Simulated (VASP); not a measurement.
# Au (Fm-3m) in VASP: notebook

The runs below take Au through single point, relaxation of cell and atoms, with PBEsol.

Everything below comes from runs of VASP 6.6.1. Logs are shortened: lines on timing, memory, paths and dates and some standing lists are left out, and cuts for length are marked.

### 1 The cell of the first run

Symmetry: Fm-3m, No. 225, cubic system. The conventional cell has a = 4.081 Å, b = 4.081 Å, c = 4.081 Å, α = 90.00°, β = 90.00°, γ = 90.00°. Au (site symmetry m-3m) has 12 Au at 2.89 Å within 3.8 Å.

### 2 Single point, PBEsol

Input file INCAR:

```
  PREC = Accurate
  ENCUT = 500
  EDIFF = 1E-6
  ISMEAR = -1
  SIGMA = 0.1
  LREAL = F
  LASPH = T
  NELM = 120
  ALGO = Normal
  ISIF = 2
  LWAVE = F
  LCHARG = F
  GGA = PS
  NBANDS = 12
  GGA_COMPAT = F
```

Input file KPOINTS:

```
Automatic mesh
0
Gamma
  13 13 13
```

Input file POSCAR:

```
Au
1.0
    0.0000000000      2.0406314512      2.0406314512
    2.0406314512      0.0000000000      2.0406314512
    2.0406314512      2.0406314512      0.0000000000
Au
1
Direct
    0.0000000000      0.0000000000      0.0000000000
```

Potentials or basis: VASP PAW PBE potentials, release 64 (Au).

The run is started by

```bash
cat potpaw_PBE.64/Au/POTCAR > POTCAR
mpirun -np 1 vasp_std > vasp.out
```

OUTCAR:

```text
PREC = Accurate
   ENCUT = 500
   EDIFF = 1E-6
   ISMEAR = -1
   LREAL = F
   LASPH = T
   NELM = 120
   ISIF = 2
   GGA = PS

 ion  position               nearest neighbor table
   1  0.000  0.000  0.000-

  LATTYP: Found a face centered cubic cell.
 ALAT       =     4.0812629024

  Lattice vectors:

 A1 = (   0.0000000000,   2.0406314512,   2.0406314512)
 A2 = (   2.0406314512,   0.0000000000,   2.0406314512)
 A3 = (   2.0406314512,   2.0406314512,   0.0000000000)

Analysis of symmetry for initial positions (statically):
=====================================================================
 Subroutine PRICEL returns:
 Original cell was already a primitive cell.

 Routine SETGRP: Setting up the symmetry group for a
 face centered cubic supercell.

 Subroutine GETGRP returns: Found 48 space group operations
 (whereof 48 operations were pure point group operations)
 out of a pool of 48 trial point group operations.

The static configuration has the point symmetry O_h .

Analysis of symmetry for dynamics (positions and initial velocities):
=====================================================================
 Subroutine PRICEL returns:
 Original cell was already a primitive cell.

 Routine SETGRP: Setting up the symmetry group for a
 face centered cubic supercell.

 Subroutine GETGRP returns: Found 48 space group operations
 (whereof 48 operations were pure point group operations)
 out of a pool of 48 trial point group operations.

The dynamic configuration has the point symmetry O_h .

 Subroutine INISYM returns: Found 48 space group operations
 (whereof 48 operations are pure point group operations),
 and found     1 'primitive' translations

----------------------------------------------------------------------------------------

                                     Primitive cell

  volume of cell :      16.9951

  direct lattice vectors                    reciprocal lattice vectors
     0.000000000  2.040631451  2.040631451    -0.245022196  0.245022196  0.245022196
     2.040631451  0.000000000  2.040631451     0.245022196 -0.245022196  0.245022196
     2.040631451  2.040631451  0.000000000     0.245022196  0.245022196 -0.245022196

  length of vectors
     2.885888674  2.885888674  2.885888674     0.424390893  0.424390893  0.424390893

  position of ions in fractional coordinates (direct lattice)
     0.000000000  0.000000000  0.000000000

  ion indices of the primitive-cell ions
   primitive index   ion index
[... 74 lines left out ...]
   LREAL  =      F    real-space projection
   EDIFFG = 0.1E-04   stopping-criterion for IOM
   NSW    =      0    number of steps for IOM
   IBRION =     -1    ionic relax: 0-MD 1-quasi-New 2-CG
   NFREE  =      0    steps in history (QN), initial steepest desc. (CG)
   ISIF   =      2    stress and relaxation
   ISYM   =      2    0-nonsym 1-usesym 2-fastsym
   POTIM  = 0.5000    time-step for ionic-motion
   TEBEG  =    0.0;   TEEND  =   0.0 temperature during run
   PSTRESS=    0.0 pullay stress
   NELECT =      11.0000    total number of electrons
   NUPDOWN=      -1.0000    fix difference up-down
   EMIN   =  10.00;   EMAX   =-10.00  energy-range for DOS
   EFERMI =   0.00;   METHOD = LEGACY
   ISMEAR =    -1;   SIGMA  =   0.10  broadening in eV -4-tet -1-fermi 0-gaus
   EFERMI_NEDOS =   21; number of points for ismear=-14 and -15
   IALGO  =     38    algorithm
   IMIX   =      4    mixing-type and parameters
     AMIX     =   0.40;   BMIX     =  1.00
     AMIX_MAG =   1.60;   BMIX_MAG =  1.00
  volume/ion in A,a.u.               =      17.00       114.69
  Fermi-wavevector in a.u.,A,eV,Ry     =   1.416113  2.676065 27.284786  2.005375
  Thomas-Fermi vector in A             =   2.537481
   LORBIT       =      0    0 simple, 1 ext, 2 COOP (PROOUT), +10 PAW based schemes
   GGA     = PS    functional components
   LHFCALC =     F    Hartree Fock is set to
   AEXX    =    0.0000 exact exchange contribution
   IVDW    =     0    specifies the selected vdW correction
   LEPSILON=     F    determine dielectric tensor
   LRPA    =     F    only Hartree local field effects (RPA)
 non-spin polarized calculation
  energy-cutoff  :      500.00
  volume of cell :       17.00
 maximum number of plane-waves:       444
 NGX is ok and might be reduce to    24
   NGX = 11   NGY = 11   NGZ = 11

 number of electron      11.0000000 magnetization

 Free energy of the ion-electron system (eV)
  ---------------------------------------------------
  ext. energy  EPLUGINS =         0.00000000
  ---------------------------------------------------
  free energy    TOTEN  =        -3.93103079 eV

  energy without entropy =       -3.92283444  energy(sigma->0) =       -3.92693261

 E-fermi :   9.3911     XC(G=0): -12.9020

 val. band max:        9.3746534769   @ k =   0.4615   0.3077   0.0000
 cond. band min:       9.6165626434   @ k =  -0.3077   0.2308   0.0000
 fundamental gap:      0.2419091665
 Fermi energy:         9.3910984272

 k-point     1 :       0.0000    0.0000    0.0000
  band No.  band energies     occupation
      1      -0.6264      2.00000
      2       4.6259      2.00000
      3       4.6259      2.00000
      4       4.6259      2.00000
      5       6.1623      2.00000
      6       6.1623      2.00000
      7      23.8208      0.00000
      8      27.8302      0.00000
      9      27.8302      0.00000
     10      27.8302      0.00000
     11      32.7067      0.00000
     12      37.3976      0.00000
[... 331 lines left out ...]
 k-point    24 :       0.4615    0.1538    0.0000
  band No.  band energies     occupation
      1       2.4909      2.00000
      2       4.3062      2.00000
      3       5.0968      2.00000
      4       5.1416      2.00000
      5       7.4077      2.00000
      6       8.9915      1.96390
      7      14.5419      0.00000
      8      23.5059      0.00000
      9      24.6384      0.00000
     10      25.5077      0.00000
     11      34.2710      0.00000
     12      35.1739      0.00000

 [... further k-points ...]
[... 5 lines left out ...]
  --------------------------------------------------------------------------------------
  -------------------------------------------------------------------------------------
  Total       -0.0310205     -0.0310205     -0.0310205      0.0000000      0.0000000     -0.0000000
  in kB       -2.9243883     -2.9243883     -2.9243883      0.0000000      0.0000000     -0.0000000
  external PRESSURE =      -2.9243883 kB  Pullay stress =       0.0000000 kB

 VOLUME and BASIS-vectors are now :
 -----------------------------------------------------------------------------
  energy-cutoff  :      500.00
  volume of cell :       17.00
      direct lattice vectors                 reciprocal lattice vectors
     0.000000000  2.040631451  2.040631451    -0.245022196  0.245022196  0.245022196
     2.040631451  0.000000000  2.040631451     0.245022196 -0.245022196  0.245022196
     2.040631451  2.040631451  0.000000000     0.245022196  0.245022196 -0.245022196

 POSITION                                       TOTAL-FORCE (eV/Angst)
 -----------------------------------------------------------------------------------
      0.00000      0.00000      0.00000         0.000000      0.000000      0.000000
 -----------------------------------------------------------------------------------
    total drift:                               -0.000000     -0.000000     -0.000000

  FREE ENERGIE OF THE ION-ELECTRON SYSTEM (eV)
  ---------------------------------------------------
  free  energy   TOTEN  =        -3.9310307850 eV

  energy  without entropy=       -3.9228344419  energy(sigma->0) =       -3.92693261
```

stdout:

```text
POSCAR found type information on POSCAR Au
 POSCAR found :  1 types and       1 ions
 scaLAPACK will be used
 -----------------------------------------------------------------------------
|                                                                             |
|                                                                             |
|     You enforced a specific xc type in the INCAR file but a different       |
|     I HOPE YOU KNOW WHAT YOU ARE DOING!                                     |
|                                                                             |
 -----------------------------------------------------------------------------

 LDA part: xc-table for (Slater+PW92), standard interpolation
 POSCAR, INCAR and KPOINTS ok, starting setup
 FFT: planning ... GRIDC
 FFT: planning ... GRID_SOFT
 FFT: planning ... GRID
 WAVECAR not read
 entering main loop
```

Wall time 12 s (1 thread of AMD EPYC 7R13 (Zen 3), shared host); peak memory 0.12 GiB.

What came out:

```yaml
Free_energy: -3.9310 eV
Pressure: -0.3 GPa
Band_gap_on_the_k_mesh: zero (an odd number of electrons rules out a gap without spin polarisation)
```

Caveat: the PAW data sets were made with another functional, which shifts forces and pressure a little; spin-orbit coupling is left out, which moves the levels of the heavy elements.

### 3 Relaxation of cell and atoms, PBEsol

This run uses another cell than the first one, of 16.96 Å³/atom.

Input file INCAR:

```
SYSTEM = Au
ALGO = Normal
EDIFF = 1E-7
EDIFFG = -0.01
ENCUT = 500
GGA = PS
GGA_COMPAT = .False.
IBRION = 2
ISIF = 3
ISMEAR = -1
LASPH = .True.
LCHARG = .False.
LREAL = .False.
LWAVE = .False.
NELM = 120
NELMIN = 4
NSW = 80
PREC = Accurate
SIGMA = 0.1
```

Input file KPOINTS:

```
k-points
0
Gamma
  13 13 13
  0 0 0
```

Input file POSCAR:

```
Au
1.0
    0.0000000000      2.0391200000      2.0391200000
    2.0391200000      0.0000000000      2.0391200000
    2.0391200000      2.0391200000      0.0000000000
Au
1
Direct
    0.0000000000      0.0000000000      0.0000000000
```

Potentials or basis: VASP PAW PBE potentials, release 64 (Au).

The run is started by

```bash
cat potpaw_PBE.64/Au/POTCAR > POTCAR
mpirun -np 1 vasp_std > vasp.out
```

Wall time 18 s (1 thread of AMD EPYC 7R13 (Zen 3), shared host); peak memory 0.12 GiB.

Results (log left out):

| Property | Result |
| --- | --- |
| Free energy | -3.9310 eV |
| Relaxed volume | 16.97 Å³/atom |
| Relaxed cell | a = 2.884 Å, b = 2.884 Å, c = 2.884 Å, α = 60.00°, β = 60.00°, γ = 60.00° |
| Space group after relaxing (to 0.1 Å) | Fm-3m (No. 225) |
| Energy gained by relaxing | 0.0 meV/atom |
| Ionic steps | 3 |
| Pressure after relaxing | 0.0 GPa |
| Band gap on the k mesh | zero (an odd number of electrons rules out a gap without spin polarisation) |

Final structure:
```xyz
1
Lattice="0.0000 2.0395 2.0395 2.0395 0.0000 2.0395 2.0395 2.0395 0.0000" Properties=species:S:1:pos:R:3 pbc="T T T"
Au    0.0000    0.0000    0.0000
```

Levels at points of the mesh, in eV from the Fermi level:
```csv
k point,band 4,band 5,band 6,band 7,band 8,band 9
"(0.00, 0.00, 0.00)",-4.77,-3.23,-3.23,14.43,18.45,18.45
```

Caveat: the PAW data sets were made with another functional, which shifts forces and pressure a little; spin-orbit coupling is left out, which moves the levels of the heavy elements.

### 4 Single point, PBEsol, non-collinear spin, zero start, spin-orbit coupling

Input file INCAR:

```
  ALGO = Normal
  EDIFF = 1E-6
  ENCUT = 500
  GGA = PS
  GGA_COMPAT = False
  ISIF = 2
  ISMEAR = -1
  LASPH = True
  LCHARG = False
  LMAXMIX = 4
  LNONCOLLINEAR = True
  LORBIT = 11
  LORBMOM = True
  LREAL = False
  LSORBIT = True
  LWAVE = False
  MAGMOM = 0 0 0
  NBANDS = 22
  NELM = 200
  PREC = Accurate
  SIGMA = 0.1
```

Input file KPOINTS:

```
k-points
0
Gamma
  13 13 13
```

Input file POSCAR:

```
Au
1.0
    0.0000000000      2.0406314512      2.0406314512
    2.0406314512      0.0000000000      2.0406314512
    2.0406314512      2.0406314512      0.0000000000
Au
1
Direct
    0.0000000000      0.0000000000      0.0000000000
```

The run is started by

```bash
cat potpaw_PBE.64/Au/POTCAR > POTCAR
mpirun -np 1 vasp_ncl > vasp.out
```

It took 48 s on 1 thread of AMD EPYC 7R13 (Zen 3), shared host; peak memory 0.19 GiB.

Results (log left out):

| Property | Result |
| --- | --- |
| Free energy | -4.2253 eV |
| Pressure | -1.4 GPa |
| Net moment | 0.00 μB per cell |
| Valence electrons inside the program's atomic spheres | Au 9.64 |

Moments on the atoms (μB; x, y, z):
```
Au  0.00 0.00 0.00
```

Caveat: the PAW data sets were made with another functional, which shifts forces and pressure a little.

### 5 Summary

```csv
task,spin,cell,gap on the mesh (eV),pressure (GPa)
single point,off,"a = 2.886 Å, angles 60.0°, 1 atom",none,-0.3
relaxation of cell and atoms,off,"relaxed from a = 2.884 Å, angles 60.0°, 1 atom",none,0.0
single point,"non-collinear, zero start, SOC","a = 2.886 Å, angles 60.0°, 1 atom",-,-1.4
```

Alike in all rows: level PBEsol; potentials or basis VASP PAW PBE potentials, release 64 (Au); k mesh 13 × 13 × 13; cutoff (eV) 500; smearing fermi-dirac 0.1 eV.

Caveats: the PAW data sets were made with another functional, which shifts forces and pressure a little; spin-orbit coupling is left out, which moves the levels of the heavy elements (at least some runs).

Absolute energies hang on the potentials; compare differences alone.
